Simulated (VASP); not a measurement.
# Se (Pm-3n) in VASP: a series of runs

The runs below take Se through single point, relaxation of cell and atoms, with LDA.

Everything below comes from runs of VASP 6.6.1. Logs are shortened: lines on timing, memory, paths and dates and some standing lists are left out, and cuts for length are marked.

## Step 1: The cell of the first run

Symmetry: Pm-3n, No. 223, cubic system. Conventional cell: a = 5.363 Å, b = 5.363 Å, c = 5.363 Å, α = 90.00°, β = 90.00°, γ = 90.00°. Se (site symmetry m-3) has 12 Se at 3.00 Å within 3.9 Å. Within 3.5 Å of Se (site symmetry -4m2) lie 14 Se at 2.68 to 3.28 Å.

## Step 2: Single point, LDA

INCAR

```
ALGO = Normal ; EDIFF = 1E-6
ENCUT = 520 ; GGA = CA
ISIF = 2 ; ISMEAR = -1
LASPH = T ; LCHARG = F
LREAL = F ; LWAVE = F
NBANDS = 34 ; NELM = 100
PREC = Accurate ; SIGMA = 0.1
```

KPOINTS

```
k-points
0
Gamma
  5 5 5
```

POSCAR

```
Se
1.0
    5.3628655172      0.0000000000      0.0000000000
    0.0000000000      5.3628655172      0.0000000000
    0.0000000000      0.0000000000      5.3628655172
Se
8
Direct
    0.0000000000      0.0000000000      1.0000000000
    0.5000000000      0.5000000000      0.5000000000
    0.2500000000      1.0000000000      0.5000000000
    0.7500000000      0.0000000000      0.5000000000
    0.5000000000      0.2500000000      1.0000000000
    0.5000000000      0.7500000000      0.0000000000
    1.0000000000      0.5000000000      0.2500000000
    1.0000000000      0.5000000000      0.7500000000
```

Potentials or basis: VASP PAW LDA potentials, release 64 (Se).

The run is started by

```
> cat potpaw_LDA.64/Se/POTCAR > POTCAR
> mpirun -np 1 vasp_std > vasp.out
```

OUTCAR:

```text
EDIFF = 1E-6
   ENCUT = 520
   GGA = CA
   ISIF = 2
   ISMEAR = -1
   LASPH = T
   LREAL = F
   NELM = 100
   PREC = Accurate

 ion  position               nearest neighbor table
   1  0.000  0.000  0.000-
   2  0.500  0.500  0.500-
   3  0.250  0.000  0.500-   4 2.68   4 2.68
   4  0.750  0.000  0.500-   3 2.68   3 2.68
   5  0.500  0.250  0.000-   6 2.68   6 2.68
   6  0.500  0.750  0.000-   5 2.68   5 2.68
   7  0.000  0.500  0.250-   8 2.68   8 2.68
   8  0.000  0.500  0.750-   7 2.68   7 2.68

  LATTYP: Found a simple cubic cell.
 ALAT       =     5.3628655172

  Lattice vectors:

 A1 = (   5.3628655172,   0.0000000000,   0.0000000000)
 A2 = (   0.0000000000,   5.3628655172,   0.0000000000)
 A3 = (   0.0000000000,   0.0000000000,   5.3628655172)

Analysis of symmetry for initial positions (statically):
=====================================================================
 Subroutine PRICEL returns:
 Original cell was already a primitive cell.

 Routine SETGRP: Setting up the symmetry group for a
 simple cubic supercell.

 Subroutine GETGRP returns: Found 48 space group operations
 (whereof 24 operations were pure point group operations)
 out of a pool of 48 trial point group operations.

The static configuration has the point symmetry T_h .
 The point group associated with its full space group is O_h .

Analysis of symmetry for dynamics (positions and initial velocities):
=====================================================================
 Subroutine PRICEL returns:
 Original cell was already a primitive cell.

 Routine SETGRP: Setting up the symmetry group for a
 simple cubic supercell.

 Subroutine GETGRP returns: Found 48 space group operations
 (whereof 24 operations were pure point group operations)
 out of a pool of 48 trial point group operations.

The dynamic configuration has the point symmetry T_h .
 The point group associated with its full space group is O_h .

 Subroutine INISYM returns: Found 48 space group operations
 (whereof 24 operations are pure point group operations),
 and found     1 'primitive' translations

----------------------------------------------------------------------------------------

                                     Primitive cell

  volume of cell :     154.2378

  direct lattice vectors                    reciprocal lattice vectors
     5.362865517  0.000000000  0.000000000     0.186467477  0.000000000  0.000000000
     0.000000000  5.362865517  0.000000000     0.000000000  0.186467477  0.000000000
     0.000000000  0.000000000  5.362865517     0.000000000  0.000000000  0.186467477

  length of vectors
     5.362865517  5.362865517  5.362865517     0.186467477  0.186467477  0.186467477

  position of ions in fractional coordinates (direct lattice)
     0.000000000  0.000000000  0.000000000
     0.500000000  0.500000000  0.500000000
     0.250000000  0.000000000  0.500000000
     0.750000000  0.000000000  0.500000000
     0.500000000  0.250000000  0.000000000
     0.500000000  0.750000000  0.000000000
     0.000000000  0.500000000  0.250000000
     0.000000000  0.500000000  0.750000000

  ion indices of the primitive-cell ions
   primitive index   ion index
                 1           1
                 2           2
                 3           3
                 4           4
                 5           5
                 6           6
                 7           7
                 8           8

----------------------------------------------------------------------------------------

 KPOINTS: k-points

Automatic generation of k-mesh.
 Grid dimensions read from file:
 generate k-points for:    5    5    5

 Generating k-lattice:

  Cartesian coordinates                     Fractional coordinates (reciprocal lattice)
     0.037293495  0.000000000  0.000000000     0.200000000  0.000000000  0.000000000
     0.000000000  0.037293495  0.000000000     0.000000000  0.200000000  0.000000000
     0.000000000  0.000000000  0.037293495     0.000000000  0.000000000  0.200000000

  Length of vectors
     0.037293495  0.037293495  0.037293495

  Shift w.r.t. Gamma in fractional coordinates (k-lattice)
     0.000000000  0.000000000  0.000000000

 Subroutine IBZKPT returns following result:
 ===========================================

 Found     10 irreducible k-points:

 Following reciprocal coordinates:
            Coordinates               Weight
  0.000000  0.000000  0.000000      1.000000
  0.200000  0.000000  0.000000      6.000000
  0.400000  0.000000  0.000000      6.000000
  0.200000  0.200000  0.000000     12.000000
  0.400000  0.200000  0.000000     24.000000
  0.400000  0.400000  0.000000     12.000000
  0.200000  0.200000  0.200000      8.000000
  0.400000  0.200000  0.200000     24.000000
  0.400000  0.400000  0.200000     24.000000
  0.400000  0.400000  0.400000      8.000000
   k-points           NKPTS =     10   k-points in BZ     NKDIM =     10   number of bands    NBANDS=     34
   number of dos      NEDOS =    301   number of ions     NIONS =      8
   total plane-waves  NPLWV =  64000
   dimension x,y,z NGX =    40 NGY =   40 NGZ =   40
   dimension x,y,z NGXF=    80 NGYF=   80 NGZF=   80
   ions per type =               8
   NGX,Y,Z   is equivalent  to a cutoff of  12.40, 12.40, 12.40 a.u.
   NGXF,Y,Z  is equivalent  to a cutoff of  24.80, 24.80, 24.80 a.u.
 SYSTEM =  unknown system
   PREC   = accura    normal or accurate (medium, high low for compatibility)
   ISTART =      0    job   : 0-new  1-cont  2-samecut
   ICHARG =      2    charge: 1-file 2-atom 10-const
   ISPIN  =      1    spin polarized calculation?
   LNONCOLLINEAR =      F non collinear calculations
   LSORBIT =      F    spin-orbit coupling
   LASPH  =      T    aspherical Exc in radial PAW
   ENCUT  =  520.0 eV  38.22 Ry    6.18 a.u.   9.97  9.97  9.97*2*pi/ulx,y,z
   NELM   =    100;   NELMIN=  2; NELMDL= -5     # of ELM steps
   EDIFF  = 0.1E-05   stopping-criterion for ELM
   LREAL  =      F    real-space projection
   EDIFFG = 0.1E-04   stopping-criterion for IOM
   NSW    =      0    number of steps for IOM
   IBRION =     -1    ionic relax: 0-MD 1-quasi-New 2-CG
   NFREE  =      0    steps in history (QN), initial steepest desc. (CG)
   ISIF   =      2    stress and relaxation
   ISYM   =      2    0-nonsym 1-usesym 2-fastsym
   POTIM  = 0.5000    time-step for ionic-motion
   TEBEG  =    0.0;   TEEND  =   0.0 temperature during run
   PSTRESS=    0.0 pullay stress
   NELECT =      48.0000    total number of electrons
   NUPDOWN=      -1.0000    fix difference up-down
   EMIN   =  10.00;   EMAX   =-10.00  energy-range for DOS
   EFERMI =   0.00;   METHOD = LEGACY
   ISMEAR =    -1;   SIGMA  =   0.10  broadening in eV -4-tet -1-fermi 0-gaus
   EFERMI_NEDOS =   21; number of points for ismear=-14 and -15
   IALGO  =     38    algorithm
   IMIX   =      4    mixing-type and parameters
     AMIX     =   0.40;   BMIX     =  1.00
     AMIX_MAG =   1.60;   BMIX_MAG =  1.00
  volume/ion in A,a.u.               =      19.28       130.11
  Fermi-wavevector in a.u.,A,eV,Ry     =   1.109409  2.096479 16.745891  1.230788
  Thomas-Fermi vector in A             =   2.245948
   LORBIT       =      0    0 simple, 1 ext, 2 COOP (PROOUT), +10 PAW based schemes
   GGA     = CA    functional components
   LHFCALC =     F    Hartree Fock is set to
   AEXX    =    0.0000 exact exchange contribution
   IVDW    =     0    specifies the selected vdW correction
   LEPSILON=     F    determine dielectric tensor
   LRPA    =     F    only Hartree local field effects (RPA)
 non-spin polarized calculation
  energy-cutoff  :      520.00
  volume of cell :      154.24
 maximum number of plane-waves:      4166
 NGX is ok and might be reduce to    40
   NGX = 19   NGY = 19   NGZ = 19

 number of electron      47.9999972 magnetization

 Free energy of the ion-electron system (eV)
  ---------------------------------------------------
  ext. energy  EPLUGINS =         0.00000000
  ---------------------------------------------------
  free energy    TOTEN  =       -28.33535218 eV

  energy without entropy =      -28.06451210  energy(sigma->0) =      -28.19993214

 E-fermi :   6.1124     XC(G=0): -11.0060

 val. band max:        6.0981510862   @ k =   0.4000   0.2000   0.0000
 cond. band min:       6.1348185702   @ k =   0.4000   0.0000   0.0000
 fundamental gap:      0.0366674840
 Fermi energy:         6.1124396133

 k-point     1 :       0.0000    0.0000    0.0000
  band No.  band energies     occupation
      1     -10.4438      2.00000
      2      -7.5425      2.00000
      3      -7.5425      2.00000
      4      -7.3839      2.00000
      5      -5.5623      2.00000
      6      -5.5623      2.00000
[... 26 lines left out ...]
     33      13.0426      0.00000
     34      14.5088      0.00000

 k-point     2 :       0.2000    0.0000    0.0000
  band No.  band energies     occupation
      1     -10.2685      2.00000
      2      -8.0201      2.00000
      3      -7.4058      2.00000
      4      -7.3227      2.00000
      5      -5.7063      2.00000
      6      -5.6205      2.00000
[... 26 lines left out ...]
     33      13.2337      0.00000
     34      13.6252      0.00000

 k-point     3 :       0.4000    0.0000    0.0000
  band No.  band energies     occupation
      1      -9.7548      2.00000
      2      -8.9520      2.00000
      3      -7.0808      2.00000
      4      -7.0558      2.00000
      5      -6.0788      2.00000
      6      -6.0102      2.00000
[... 26 lines left out ...]
     33      12.7984      0.00000
     34      13.7024      0.00000
[... 186 lines left out ...]
 k-point     9 :       0.4000    0.4000    0.2000
  band No.  band energies     occupation
      1      -8.9175      2.00000
      2      -8.1854      2.00000
      3      -8.1269      2.00000
      4      -7.3904      2.00000
      5      -6.9217      2.00000
      6      -6.3382      2.00000
[... 26 lines left out ...]
     33      12.7582      0.00000
     34      13.3320      0.00000

 k-point    10 :       0.4000    0.4000    0.4000
  band No.  band energies     occupation
      1      -8.4319      2.00000
      2      -7.7806      2.00000
      3      -7.6514      2.00000
      4      -7.6514      2.00000
      5      -7.1065      2.00000
      6      -6.9126      2.00000
[... 26 lines left out ...]
     33      13.8193      0.00000
     34      13.8197      0.00000

------------------------ aborting loop because EDIFF is reached ----------------------------------------

  FORCE on cell =-STRESS in cart. coord.  units (eV):
  Direction    XX          YY          ZZ          XY          YZ          ZX
  --------------------------------------------------------------------------------------
  -------------------------------------------------------------------------------------
  Total        0.1435150      0.1435150      0.1435150      0.0000000     -0.0000000     -0.0000000
  in kB        1.4907929      1.4907929      1.4907929      0.0000000     -0.0000000     -0.0000000
  external PRESSURE =       1.4907929 kB  Pullay stress =       0.0000000 kB

 VOLUME and BASIS-vectors are now :
 -----------------------------------------------------------------------------
  energy-cutoff  :      520.00
  volume of cell :      154.24
      direct lattice vectors                 reciprocal lattice vectors
     5.362865517  0.000000000  0.000000000     0.186467477  0.000000000  0.000000000
     0.000000000  5.362865517  0.000000000     0.000000000  0.186467477  0.000000000
     0.000000000  0.000000000  5.362865517     0.000000000  0.000000000  0.186467477

 POSITION                                       TOTAL-FORCE (eV/Angst)
 -----------------------------------------------------------------------------------
      0.00000      0.00000      0.00000        -0.000000     -0.000000     -0.000000
      2.68143      2.68143      2.68143        -0.000000     -0.000000     -0.000000
      1.34072      0.00000      2.68143         0.000000      0.000000     -0.000000
      4.02215      0.00000      2.68143        -0.000000     -0.000000      0.000000
      2.68143      1.34072      0.00000         0.000000     -0.000000      0.000000
      2.68143      4.02215      0.00000        -0.000000     -0.000000      0.000000
      0.00000      2.68143      1.34072        -0.000000      0.000000     -0.000000
      0.00000      2.68143      4.02215        -0.000000     -0.000000     -0.000000
 -----------------------------------------------------------------------------------
    total drift:                                0.000000     -0.000000      0.000000

  FREE ENERGIE OF THE ION-ELECTRON SYSTEM (eV)
  ---------------------------------------------------
  free  energy   TOTEN  =       -28.3353521850 eV

  energy  without entropy=      -28.0645121022  energy(sigma->0) =      -28.19993214
```

Wall time 25 s (1 thread of Intel Xeon 6975P-C (Granite Rapids), shared host); peak memory 0.19 GiB.

What came out:

- Free energy: -28.3354 eV
- Pressure: 0.1 GPa
- Band gap on the k mesh: zero (band 24 reaches 6.48 eV, above the bottom of band 25 at 5.89 eV)

## Step 3: Single point, LDA

INCAR

```
SYSTEM = Se
PREC = Accurate
ENCUT = 520
EDIFF = 1E-6
ISMEAR = -1
SIGMA = 0.1
LREAL = .FALSE.
LASPH = .TRUE.
NELM = 80
ALGO = Normal
ISIF = 2
LWAVE = .FALSE.
LCHARG = .FALSE.
NBANDS = 34
```

KPOINTS

```
Automatic mesh
0
G
  6 6 6
  0 0 0
```

POSCAR is that of step 2.

Potentials or basis: VASP PAW LDA potentials, release 64 (Se).

The run is started by

```
> cat potpaw_LDA.64/Se/POTCAR > POTCAR
> mpirun -np 1 vasp_std > vasp.out
```

Run time: 49 s. Hardware: 1 thread of Intel Xeon 6975P-C (Granite Rapids), shared host; peak memory 0.22 GiB.

Results (log left out):

- Free energy: -28.4172 eV
- Pressure: 0.1 GPa
- Band gap on the k mesh: zero (band 24 reaches 6.79 eV, above the bottom of band 25 at 5.21 eV)

Levels at points of the mesh, in eV from the Fermi level:
| k point | band 20 | band 21 | band 22 | band 23 | band 24 | band 25 | band 26 | band 27 | band 28 | band 29 |
| --- | --- | --- | --- | --- | --- | --- | --- | --- | --- | --- |
| (0.00, 0.00, 0.00) | -2.54 | -0.27 | -0.27 | -0.27 | 0.07 | 0.07 | 0.07 | 1.70 | 1.70 | 1.70 |
| (0.50, 0.00, 0.00) | -1.62 | -1.23 | -1.23 | -0.51 | -0.51 | 0.19 | 0.19 | 1.58 | 1.58 | 2.02 |
| (0.50, 0.50, 0.00) | -1.49 | -1.42 | -0.68 | -0.26 | -0.26 | 0.35 | 0.35 | 0.47 | 0.52 | 0.73 |
| (0.50, 0.50, 0.50) | -1.11 | -1.11 | -1.11 | -0.93 | -0.93 | -0.93 | -0.93 | -0.43 | -0.43 | -0.43 |

[end of part 1 of 2]
